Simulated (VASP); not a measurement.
A run of VASP 6.6.1 is set up as follows.

Contents of INCAR:

```
PREC = Accurate
ENCUT = 520
EDIFF = 1E-6
ISMEAR = -1
SIGMA = 0.05
LREAL = False
LASPH = True
NELM = 80
ALGO = Normal
ISIF = 2
LWAVE = False
LCHARG = True
GGA = CA
LELF = True
LVHAR = True
NBANDS = 11
```

Contents of KPOINTS:

```
regular mesh
0
Gamma
  16 16 16
```

File POSCAR:

```
Si
1.0
   -2.2358921622      2.3526035479      1.2664426952
    2.2358921622     -2.3526035479      1.2664426952
    2.2358921622      2.3526035479     -1.2664426952
Si
2
Direct
    0.8070000000      0.5570000000      0.2500000000
    0.1930000000      0.4430000000      0.7500000000
```

Potentials or basis: VASP PAW LDA potentials, release 64 (Si).

Command:

```bash
$ cat potpaw_LDA.64/Si/POTCAR > POTCAR
$ mpirun -np 1 vasp_std > vasp.out
```

**Question.** Estimate the band gap on the k mesh.

**Answer.** Zero (bands 4 and 5 overlap by 7.52 eV).

**Question.** What does it give for the pressure?

**Answer.** 14.4 GPa.

**Question.** Estimate the largest force.

**Answer.** 0.003 eV/Å.

Stress tensor (GPa, compression positive):
```
13.42  0.00  0.00
 0.00 16.24  0.00
 0.00  0.00 13.54
```

Caveat: the cell stands under pressure.
